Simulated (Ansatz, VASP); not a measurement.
## Cu: VASP beside Ansatz

```xyz
1
Lattice="-1.3873 1.3873 1.4688 1.3873 -1.3873 1.4688 1.3873 1.3873 -1.4688" Properties=species:S:1:pos:R:3 pbc="T T T"
Cu    0.0000    0.0000    0.0000
```

Change from the starting cell: strain -0.040 along x and y, +0.080 along z, atoms carried along.

Alike in both runs: task single point; functional PBEsol; k mesh 30 × 30 × 30; occupations gaussian, width 0.15 eV; no spin polarisation.

```csv
,VASP,Ansatz
version,VASP 6.6.1,Ansatz 0.2.0
potentials or method,"VASP PAW PBE potentials, release 64 (Cu), cutoff 520 eV","scalar-relativistic, plane waves, PAW"
valence electrons in the cell,11,19
```

Ansatz gave:

* gap on the k mesh at the Fermi level (eV): none
* pressure (GPa): 0.7
* traceless stress, the component that is largest in VASP (GPa): 0.72

**Question.** What did VASP give for the same quantities?

**Answer.** gap on the k mesh at the Fermi level (eV): none; pressure (GPa): 1.7; traceless stress, the component that is largest in VASP (GPa): 0.70.

VASP's potentials were made for PBE, not for PBEsol. A gap of «none» marks a metal or a gap that the smearing closes. VASP's potentials hold 11 valence electrons a cell and Ansatz's 19, so a difference there can come from the potentials and not from the codes.
